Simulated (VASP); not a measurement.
Here is a VASP 6.6.1 calculation.

Contents of POSCAR:

```
C
1.0
    2.4562275060      0.0000000000      0.0000000000
   -1.2281137530      2.1271554177      0.0000000000
    0.0000000000      0.0000000000     24.1339601687
C
4
Direct
    0.6666666667      0.3333333333      0.5704754400
    0.3333333333      0.6666666667      0.4295245600
    0.0000000000      0.0000000000      0.4295312300
    0.0000000000      0.0000000000      0.5704687700
```

The input INCAR.step1:

```
  PREC = Accurate
  ENCUT = 640
  EDIFF = 1E-5
  ISMEAR = -1
  SIGMA = 0.05
  LREAL = False
  LASPH = True
  NELM = 300
  ALGO = All
  ISIF = 2
  LWAVE = True
  NBANDS = 16
  GGA = PE
  GGA_COMPAT = False
  ISEARCH = 1
  KPAR = 4
```

The input INCAR.step2:

```
  PREC = Accurate
  ENCUT = 640
  EDIFF = 1E-6
  ISMEAR = -1
  SIGMA = 0.05
  LREAL = False
  LASPH = True
  NELM = 300
  ALGO = All
  ISIF = 2
  LWAVE = False
  LCHARG = True
  GGA = B3
  LHFCALC = True
  AEXX = 0.2
  AGGAX = 0.72
  AGGAC = 0.81
  ALDAC = 0.19
  PRECFOCK = Normal
  LVHAR = True
  NBANDS = 16
  ISTART = 1
  GGA_COMPAT = False
  ISEARCH = 1
  KPAR = 4
```

KPOINTS

```
regular mesh
0
Gamma
  6 6 1
```

Potentials or basis: VASP PAW PBE potentials, release 64 (C).

Run with:

```console
$ cat potpaw_PBE.64/C/POTCAR > POTCAR
$ cp INCAR.step1 INCAR
$ mpirun -np 4 vasp_std > vasp.out
$ cp INCAR.step2 INCAR
$ mpirun -np 4 vasp_std > vasp.out
```

Question: Predict the largest force.

Answer: 0.083 eV/Å.

Forces in eV/Å, atoms in the order of the input:
```
C    0.000  0.000  0.083
C    0.000  0.000 -0.083
C    0.000  0.000  0.000
C    0.000  0.000  0.000
```

Caveat: the k points lie up to 0.49 Å⁻¹ apart; there is no dipole correction, which matters where the two faces differ; the PAW data sets were made with another functional, which shifts forces and pressure a little.
